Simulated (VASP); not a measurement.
## MnO2: relaxation of cell and atoms with PBEsol+U

MnO2:

```
CELL_PARAMETERS angstrom
1.42843 0.82471 4.58393
-1.42843 0.82471 4.58393
0.00000 -1.64941 4.58393
ATOMIC_POSITIONS crystal
Mn 0.00000 0.00000 0.00000
O 0.73564 0.73564 0.73564
O 0.26436 0.26436 0.26436
```

```json
{
 "Program": "VASP 6.6.1",
 "Task": "relaxation of cell and atoms",
 "Functional": "PBEsol",
 "Potentials or basis": "VASP PAW PBE potentials, release 64 (Mn_pv, O)",
 "Cutoff": "600 eV",
 "k mesh": "11 × 11 × 11",
 "Occupations": "fermi-dirac, width 0.05 eV",
 "Spin": "collinear spin, ferromagnetic start",
 "Starting moments": "[4.0, 0.0, 0.0] μB",
 "Hubbard terms": "Mn d U = 4.0 eV",
 "Dipole correction": "no",
 "Further INCAR settings": "ALGO = Normal; EDIFF = 1e-06; IBRION = 2; EDIFFG = -0.01; NSW = 60; ISIF = 3"
}
```

```json
{"Relaxed volume": "11.14 Å³/atom", "Relaxed cell": "a = 4.934 Å, b = 4.934 Å, c = 4.934 Å, α = 33.97°, β = 33.97°, γ = 33.97°", "Space group after relaxing (to 0.1 Å)": "R-3m (No. 166)", "Energy gained by relaxing": "3.3 meV/atom", "Ionic steps": "22", "Pressure after relaxing": "0.1 GPa", "Largest force after relaxing": "0.008 eV/Å", "Band gap on the k mesh": "1.74 eV (least direct gap 1.91 eV)", "Net moment": "3.00 μB per cell", "Site moments": "Mn +3.20; O -0.11 μB", "Valence electrons inside the program's atomic spheres": "Mn 11.69; O 4.98"}
```

Forces in eV/Å, atoms in the order of the input:
```
Mn   0.000  0.000  0.000
O    0.000  0.000 -0.008
O    0.000  0.000  0.008
```

The path:
```
step  energy change (eV)  largest force (eV/Å)  pressure (GPa)  volume (Å³)
   1              0.0000                0.1922            4.05        32.40
   2              0.0043                0.4401           -4.34        33.70
   3             -0.0084                0.1034            0.18        32.97
   4             -0.0084                0.1086           -0.03        32.98
   5             -0.0092                0.0510            0.01        33.06
   6             -0.0093                0.0196           -0.04        33.10
   7             -0.0093                0.0227           -0.11        33.09
   8             -0.0093                0.0372           -0.03        33.07
   9             -0.0093                0.0246           -0.03        33.09
  10             -0.0093                0.0055            0.23        33.08
  11             -0.0093                0.0039            0.34        33.07
  12             -0.0094                0.0045            0.26        33.08
  13             -0.0095                0.0047            0.42        33.11
  14             -0.0096                0.0079            0.44        33.17
  15             -0.0098                0.0123            0.48        33.28
  16             -0.0099                0.0222            0.12        33.39
  17             -0.0100                0.0424           -0.15        33.45
  18             -0.0100                0.0373           -0.02        33.44
  19             -0.0100                0.0387           -0.12        33.44
  20             -0.0100                0.0386           -0.13        33.44
  21             -0.0100                0.0111            0.09        33.42
  22             -0.0100                0.0082            0.10        33.42
```

Final structure:
```yaml
crystal:
  lattice:
    - [1.44112, 0.83203, 4.64476]
    - [-1.44112, 0.83203, 4.64476]
    - [0.00000, -1.66406, 4.64476]
  atoms:
    - { symbol: Mn, position: [0.00000, 0.00000, 0.00000] }
    - { symbol: O, position: [0.73477, 0.73477, 0.73477] }
    - { symbol: O, position: [0.26523, 0.26523, 0.26523] }
```

Levels at points of the mesh, in eV from the valence-band top:
Spin up:
```tsv
k point	band 11	band 12	band 13	band 14	band 15	band 16	band 17	band 18
(0.00, 0.00, 0.00)	-0.83	-0.57	-0.57	-0.27	3.19	3.19	7.53	10.70
```
Spin down:
```tsv
k point	band 9	band 10	band 11	band 12	band 13	band 14
(0.00, 0.00, 0.00)	-0.75	-0.75	-0.42	2.90	2.90	4.34
```

Eigenvalues of the final occupation matrices:
| site | spin | trace | eigenvalues |
| --- | --- | --- | --- |
| site 1 d | 1 | 4.01 | 0.56 0.56 0.96 0.96 0.96 |
| site 1 d | 2 | 0.88 | 0.08 0.08 0.08 0.32 0.32 |

Run time: 2 h on 1 thread of Oxide Virtual Turin-like Processor (shared host), peak memory 0.38 GiB.

Caveat: the PAW data sets were made with another functional, which shifts forces and pressure a little; a cell with one magnetic atom can't hold antiferromagnetic order, which such compounds often take. The state reached can hang on the start; a lower one may exist.
